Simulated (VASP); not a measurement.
# Ag (Fd-3m) in VASP: a series of runs

Runs on Ag. Level: r2SCAN. Tasks: relaxation of cell and atoms.

All numbers are computed with VASP 6.6.1; they aren't measurements. Logs are shortened: lines on timing, memory, paths and dates and some standing lists are left out, and cuts for length are marked.

### Step 1. The cell of the first run

The structure is cubic, space group Fd-3m (No. 227). Conventional cell: a = 5.620 Å, b = 5.620 Å, c = 5.620 Å, α = 90.00°, β = 90.00°, γ = 90.00°. Ag (site symmetry -43m) has 4 Ag at 2.43 Å within 3.2 Å.

### Step 2. Relaxation of cell and atoms, r2SCAN, target pressure 15 GPa, at which the enthalpy is minimised

File POSCAR:

```
Ag
1.0
    0.0000000000      2.8100000000      2.8100000000
    2.8100000000      0.0000000000      2.8100000000
    2.8100000000      2.8100000000      0.0000000000
Ag
2
Direct
    0.0000000000      0.0000000000      0.0000000000
    0.2500000000      0.2500000000      0.2500000000
```

File INCAR.step1:

```
SYSTEM = Ag
  PREC = Accurate
  ENCUT = 600
  ISMEAR = -1
  SIGMA = 0.1
  LREAL = .FALSE.
  LASPH = .TRUE.
  NELM = 80
  GGA = PE
  ALGO = Normal
  EDIFF = 1E-4
  LWAVE = .TRUE.
  LCHARG = .FALSE.
```

File INCAR.step2:

```
SYSTEM = Ag
  PREC = Accurate
  ENCUT = 600
  EDIFF = 1E-6
  ISMEAR = -1
  SIGMA = 0.1
  LREAL = .FALSE.
  LASPH = .TRUE.
  NELM = 80
  ALGO = Normal
  ISIF = 3
  LWAVE = .FALSE.
  LCHARG = .FALSE.
  METAGGA = R2SCAN
  LMIXTAU = .TRUE.
  IBRION = 2
  NSW = 80
  EDIFFG = -0.02
  PSTRESS = 150.0
  ISTART = 1
```

File KPOINTS:

```
regular mesh
0
G
  8 8 8
  0 0 0
```

Potentials or basis: VASP PAW PBE potentials, release 64 (Ag).

Command:

```console
cat potpaw_PBE.64/Ag/POTCAR > POTCAR
cp INCAR.step1 INCAR
mpirun -np 1 vasp_std > vasp.out
cp INCAR.step2 INCAR
mpirun -np 1 vasp_std > vasp.out
```

OUTCAR:

```text
SYSTEM = Ag
   PREC = Accurate
   ENCUT = 600
   EDIFF = 1E-6
   ISMEAR = -1
   LREAL = .FALSE.
   LASPH = .TRUE.
   NELM = 80
   ISIF = 3
   METAGGA = R2SCAN
   IBRION = 2
   NSW = 80
   EDIFFG = -0.02
   PSTRESS = 150.0
   ISTART = 1

 ion  position               nearest neighbor table
   1  0.000  0.000  0.000-   2 2.43   2 2.43   2 2.43   2 2.43
   2  0.250  0.250  0.250-   1 2.43   1 2.43   1 2.43   1 2.43

  LATTYP: Found a face centered cubic cell.
 ALAT       =     5.6200000000

  Lattice vectors:

 A1 = (   0.0000000000,   2.8100000000,   2.8100000000)
 A2 = (   2.8100000000,   0.0000000000,   2.8100000000)
 A3 = (   2.8100000000,   2.8100000000,   0.0000000000)

Analysis of symmetry for initial positions (statically):
=====================================================================
 Subroutine PRICEL returns:
 Original cell was already a primitive cell.

 Routine SETGRP: Setting up the symmetry group for a
 face centered cubic supercell.

 Subroutine GETGRP returns: Found 48 space group operations
 (whereof 24 operations were pure point group operations)
 out of a pool of 48 trial point group operations.

The static configuration has the point symmetry T_d .
 The point group associated with its full space group is O_h .

Analysis of symmetry for dynamics (positions and initial velocities):
=====================================================================
 Subroutine PRICEL returns:
 Original cell was already a primitive cell.

 Routine SETGRP: Setting up the symmetry group for a
 face centered cubic supercell.

 Subroutine GETGRP returns: Found 48 space group operations
 (whereof 24 operations were pure point group operations)
 out of a pool of 48 trial point group operations.

The dynamic configuration has the point symmetry T_d .
 The point group associated with its full space group is O_h .

 Subroutine INISYM returns: Found 48 space group operations
 (whereof 24 operations are pure point group operations),
 and found     1 'primitive' translations

----------------------------------------------------------------------------------------

                                     Primitive cell

  volume of cell :      44.3761

  direct lattice vectors                    reciprocal lattice vectors
     0.000000000  2.810000000  2.810000000    -0.177935943  0.177935943  0.177935943
     2.810000000  0.000000000  2.810000000     0.177935943 -0.177935943  0.177935943
     2.810000000  2.810000000  0.000000000     0.177935943  0.177935943 -0.177935943

  length of vectors
     3.973940110  3.973940110  3.973940110     0.308194094  0.308194094  0.308194094

  position of ions in fractional coordinates (direct lattice)
     0.000000000  0.000000000  0.000000000
     0.250000000  0.250000000  0.250000000

  ion indices of the primitive-cell ions
   primitive index   ion index
                 1           1
                 2           2

----------------------------------------------------------------------------------------

 KPOINTS: regular mesh

Automatic generation of k-mesh.
 Grid dimensions read from file:
 generate k-points for:    8    8    8

 Generating k-lattice:

  Cartesian coordinates                     Fractional coordinates (reciprocal lattice)
    -0.022241993  0.022241993  0.022241993     0.125000000  0.000000000  0.000000000
     0.022241993 -0.022241993  0.022241993     0.000000000  0.125000000  0.000000000
     0.022241993  0.022241993 -0.022241993     0.000000000  0.000000000  0.125000000

  Length of vectors
     0.038524262  0.038524262  0.038524262

  Shift w.r.t. Gamma in fractional coordinates (k-lattice)
     0.000000000  0.000000000  0.000000000

 Subroutine IBZKPT returns following result:
 ===========================================

 Found     29 irreducible k-points:

 Following reciprocal coordinates:
            Coordinates               Weight
  0.000000  0.000000  0.000000      1.000000
  0.125000  0.000000  0.000000      8.000000
  0.250000  0.000000  0.000000      8.000000
  0.375000  0.000000  0.000000      8.000000
  0.500000  0.000000  0.000000      4.000000
  0.125000  0.125000  0.000000      6.000000
[... 16 lines left out ...]
  0.500000  0.250000  0.125000     48.000000
 -0.375000  0.250000  0.125000     24.000000
 [... further k-points ...]
   k-points           NKPTS =     29   k-points in BZ     NKDIM =     29   number of bands    NBANDS=     15
   number of dos      NEDOS =    301   number of ions     NIONS =      2
   total plane-waves  NPLWV =  32768
   dimension x,y,z NGX =    32 NGY =   32 NGZ =   32
   dimension x,y,z NGXF=    64 NGYF=   64 NGZF=   64
   ions per type =               2
   NGX,Y,Z   is equivalent  to a cutoff of  13.39, 13.39, 13.39 a.u.
   NGXF,Y,Z  is equivalent  to a cutoff of  26.77, 26.77, 26.77 a.u.
 SYSTEM =  Ag
   PREC   = accura    normal or accurate (medium, high low for compatibility)
   ISTART =      1    job   : 0-new  1-cont  2-samecut
   ICHARG =      0    charge: 1-file 2-atom 10-const
   ISPIN  =      1    spin polarized calculation?
   LNONCOLLINEAR =      F non collinear calculations
   LSORBIT =      F    spin-orbit coupling
   LASPH  =      T    aspherical Exc in radial PAW
   ENCUT  =  600.0 eV  44.10 Ry    6.64 a.u.   7.94  7.94  7.94*2*pi/ulx,y,z
   NELM   =     80;   NELMIN=  2; NELMDL=  0     # of ELM steps
   EDIFF  = 0.1E-05   stopping-criterion for ELM
   LREAL  =      F    real-space projection
   EDIFFG = -.2E-01   stopping-criterion for IOM
   NSW    =     80    number of steps for IOM
   IBRION =      2    ionic relax: 0-MD 1-quasi-New 2-CG
   NFREE  =      1    steps in history (QN), initial steepest desc. (CG)
   ISIF   =      3    stress and relaxation
   ISYM   =      2    0-nonsym 1-usesym 2-fastsym
   POTIM  = 0.5000    time-step for ionic-motion
   TEBEG  =    0.0;   TEEND  =   0.0 temperature during run
   PSTRESS=  150.0 pullay stress
   NELECT =      22.0000    total number of electrons
   NUPDOWN=      -1.0000    fix difference up-down
   EMIN   =  10.00;   EMAX   =-10.00  energy-range for DOS
   EFERMI =   0.00;   METHOD = LEGACY
   ISMEAR =    -1;   SIGMA  =   0.10  broadening in eV -4-tet -1-fermi 0-gaus
   EFERMI_NEDOS =   21; number of points for ismear=-14 and -15
   IALGO  =     38    algorithm
   IMIX   =      4    mixing-type and parameters
     AMIX     =   0.40;   BMIX     =  1.00
     AMIX_MAG =   1.60;   BMIX_MAG =  1.00
  volume/ion in A,a.u.               =      22.19       149.73
  Fermi-wavevector in a.u.,A,eV,Ry     =   1.295685  2.448489 22.841453  1.678799
  Thomas-Fermi vector in A             =   2.427189
   LORBIT       =      0    0 simple, 1 ext, 2 COOP (PROOUT), +10 PAW based schemes
   METAGGA = R2SCAN    functional components
   LHFCALC =     F    Hartree Fock is set to
   AEXX    =    0.0000 exact exchange contribution
   IVDW    =     0    specifies the selected vdW correction
   LEPSILON=     F    determine dielectric tensor
   LRPA    =     F    only Hartree local field effects (RPA)
 conjugate gradient relaxation of ions
 non-spin polarized calculation
  energy-cutoff  :      600.00
  volume of cell :       44.38
 maximum number of plane-waves:      1494
   NGX = 15   NGY = 15   NGZ = 15

--------------------------------------- Ionic step        1  -------------------------------------------

 number of electron      22.0000005 magnetization

 Free energy of the ion-electron system (eV)
  ---------------------------------------------------
  ext. energy  EPLUGINS =         0.00000000
  ---------------------------------------------------
  free energy    TOTEN  =       -40.42856647 eV

  energy without entropy =      -40.41215538  energy(sigma->0) =      -40.42036093

------------------------ aborting loop because EDIFF is reached ----------------------------------------

  FORCE on cell =-STRESS in cart. coord.  units (eV):
  Direction    XX          YY          ZZ          XY          YZ          ZX
  --------------------------------------------------------------------------------------
  -------------------------------------------------------------------------------------
  Total        5.1788771      5.1788771      5.1788771      0.0000000     -0.0000000      0.0000000
  in kB      186.9808924    186.9808924    186.9808924      0.0000000     -0.0000000      0.0000000
  external PRESSURE =      36.9808924 kB  Pullay stress =     150.0000000 kB

 VOLUME and BASIS-vectors are now :
 -----------------------------------------------------------------------------
  energy-cutoff  :      600.00
  volume of cell :       44.38
      direct lattice vectors                 reciprocal lattice vectors
     0.000000000  2.810000000  2.810000000    -0.177935943  0.177935943  0.177935943
     2.810000000  0.000000000  2.810000000     0.177935943 -0.177935943  0.177935943
     2.810000000  2.810000000  0.000000000     0.177935943  0.177935943 -0.177935943
[... 8 lines left out ...]
  FREE ENERGIE OF THE ION-ELECTRON SYSTEM (eV)
  ---------------------------------------------------
  free  energy   TOTEN  =       -40.4285664740 eV

  energy  without entropy=      -40.4121553813  energy(sigma->0) =      -40.42036093

  enthalpy is  TOTEN    =       -36.2739625015 eV   P V=        4.1546039726

--------------------------------------- Ionic step        2  -------------------------------------------

 number of electron      21.9999996 magnetization

 E-fermi :   4.5154     XC(G=0): -10.5815

 val. band max:        4.3294688314   @ k =  -0.3750   0.2500   0.1250
 cond. band min:       4.5254193037   @ k =   0.5000   0.1250   0.0000
 fundamental gap:      0.1959504724
 Fermi energy:         4.5153599466

 k-point     1 :       0.0000    0.0000    0.0000
  band No.  band energies     occupation
      1      -1.2754      2.00000
      2      -1.0653      2.00000
      3      -1.0653      2.00000
      4      -0.9949      2.00000
      5      -0.9949      2.00000
      6      -0.9949      2.00000
      7       0.7951      2.00000
      8       0.7951      2.00000
      9       0.7951      2.00000
     10       1.6727      2.00000
     11       1.6727      2.00000
     12      15.0759      0.00000
     13      15.0759      0.00000
     14      15.0759      0.00000
     15      15.5060      0.00000
[... 443 lines left out ...]
  FREE ENERGIE OF THE ION-ELECTRON SYSTEM (eV)
  ---------------------------------------------------
  free  energy   TOTEN  =       -40.7314865902 eV

  energy  without entropy=      -40.7133581552  energy(sigma->0) =      -40.72242237

  enthalpy is  TOTEN    =       -36.2612704760 eV   P V=        4.4702161142

--------------------------------------- Ionic step        3  -------------------------------------------

 number of electron      22.0000000 magnetization

 Free energy of the ion-electron system (eV)
  ---------------------------------------------------
  ext. energy  EPLUGINS =         0.00000000
  ---------------------------------------------------
  free energy    TOTEN  =       -40.57439403 eV

  energy without entropy =      -40.55728711  energy(sigma->0) =      -40.56584057

 E-fermi :   4.9419     XC(G=0): -10.8273

 val. band max:        4.7219496595   @ k =  -0.3750   0.3750   0.1250
 cond. band min:       4.9577567933   @ k =   0.5000   0.1250   0.0000
 fundamental gap:      0.2358071338
 Fermi energy:         4.9419342605

 k-point     1 :       0.0000    0.0000    0.0000
  band No.  band energies     occupation
      1      -1.0785      2.00000
      2      -0.8356      2.00000
      3      -0.8356      2.00000
      4      -0.7459      2.00000
      5      -0.7459      2.00000
      6      -0.7459      2.00000
      7       1.1530      2.00000
      8       1.1530      2.00000
      9       1.1530      2.00000
     10       2.1101      2.00000
     11       2.1101      2.00000
     12      15.8574      0.00000
     13      15.8574      0.00000
     14      15.8574      0.00000
     15      16.2459      0.00000
[... 436 lines left out ...]
 POSITION                                       TOTAL-FORCE (eV/Angst)
 -----------------------------------------------------------------------------------
      0.00000      0.00000      0.00000        -0.000000     -0.000000     -0.000000
      1.41955      1.41955      1.41955         0.000000      0.000000      0.000000
 -----------------------------------------------------------------------------------
    total drift:                               -0.000000      0.000000      0.000000

  FREE ENERGIE OF THE ION-ELECTRON SYSTEM (eV)
  ---------------------------------------------------
  free  energy   TOTEN  =       -40.5743940338 eV

  energy  without entropy=      -40.5572871076  energy(sigma->0) =      -40.56584057

  enthalpy is  TOTEN    =       -36.2893907873 eV   P V=        4.2850032465

 reached required accuracy - stopping structural energy minimisation
```

Wall time 76 s (1 thread of Intel Xeon 6975P-C (Granite Rapids), shared host); peak memory 0.2 GiB.

Results:

```
Free energy                                            : -40.5744 eV
Relaxed volume                                         : 22.88 Å³/atom
Relaxed cell                                           : a = 4.015 Å, b = 4.015 Å, c = 4.015 Å, α = 60.00°, β = 60.00°, γ = 60.00°
Space group after relaxing (to 0.05 Å)                 : Fd-3m (No. 227)
Energy change on relaxing (the enthalpy is what falls) : -72.9 meV/atom
Ionic steps                                            : 3
Pressure after relaxing                                : 15.0 GPa
Band gap on the k mesh                                 : zero (band 11 reaches 5.80 eV, above the bottom of band 12 at 4.29 eV)
```

The path:
```
step  energy change (eV)  largest force (eV/Å)  pressure (GPa)  volume (Å³)
   1              0.0000                0.0000           18.70        44.38
   2             -0.3029                0.0000           10.65        47.75
   3             -0.1458                0.0000           14.97        45.77
```

Final structure:
```
Ag
1.0
     0.00000    2.83910    2.83910
     2.83910    0.00000    2.83910
     2.83910    2.83910    0.00000
Ag
2
Cartesian
  0.0000 0.0000 0.0000
  1.4195 1.4195 1.4195
```

Caveat: the cell is relaxed towards a set pressure, so the enthalpy falls and the energy may rise; the PAW data sets were made with another functional, which shifts forces and pressure a little.

(Part 1 of 2 ends here.)
